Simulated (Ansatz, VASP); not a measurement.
# MgS: VASP beside Ansatz

```
Mg S
1.0
     4.03462    0.00000    0.00000
    -2.01731    3.49409    0.00000
     0.00000    0.00000    6.43229
Mg S
2 2
Cartesian
  2.0173 1.1647 3.1888
  0.0000 2.3294 6.4050
  0.0000 2.3294 2.4394
  2.0173 1.1647 5.6556
```

Alike in both runs: task single point; functional BLYP; k mesh 6 × 6 × 2; occupations gaussian, width 0.1 eV; no spin polarisation.

```csv
,VASP,Ansatz
version,VASP 6.6.1,Ansatz 0.2.0
potentials or method,"VASP PAW PBE potentials, release 64 (Mg, S), cutoff 600 eV","scalar-relativistic, plane waves, PAW"
valence electrons in the cell,16,32
```

VASP gave:

```
gap on the k mesh at the Fermi level (eV) : 3.56
least direct gap on the mesh (eV)         : 3.56
pressure (GPa)                            : 2.4
rms of the force components (eV/Å)        : 0.035
```

Question: Which values does Ansatz return?

Answer: gap on the k mesh at the Fermi level (eV): 3.56; least direct gap on the mesh (eV): 3.56; pressure (GPa): 2.5; rms of the force components (eV/Å): 0.035.

VASP's potentials were made for PBE, not for BLYP. Atom by atom the forces differ by 0.001 eV/Å (rms over components). With one functional, cell and mesh, what is left measures potentials, basis and numerics. VASP's potentials hold 16 valence electrons a cell and Ansatz's 32, so a difference there can come from the potentials and not from the codes.

The k mesh is coarse, so the values compare programs but aren't converged.
